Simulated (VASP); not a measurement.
Runs of VASP 6.6.1 on KMgF3. The structure is that of space group R-3m (No. 166), or close to it. The cells are those of the table. 

| cell | gap on the mesh (eV) | pressure (GPa) |
| --- | --- | --- |
| a = 4.264 Å, angles 67.3°, 5 atoms | 2.83 | (a) |
| a = 4.192 Å, angles 105.7°, 5 atoms | 5.08 | -1.6 |
| a = 4.474 Å, angles 60.0°, 5 atoms | 0.31 | 17.4 |
| a = 3.991 Å, angles 87.0°, 5 atoms | (b) | -5.1 |
| a = 4.008 Å, angles 95.9°, 5 atoms | (c) | -4.7 |

Alike in all rows: task single point; level LDA; potentials or basis VASP PAW LDA potentials, release 64 (K_sv, Mg, F); no spin polarisation; k mesh 6 × 6 × 6; cutoff (eV) 520; smearing gaussian 0.05 eV.

Fill in the values left out.

(a) 5.9; (b) 6.86; (c) 6.68.

Caveats: the cell stands under pressure (at least some runs); the cell stands under tension (at least some runs).

A k mesh can miss the band edges.
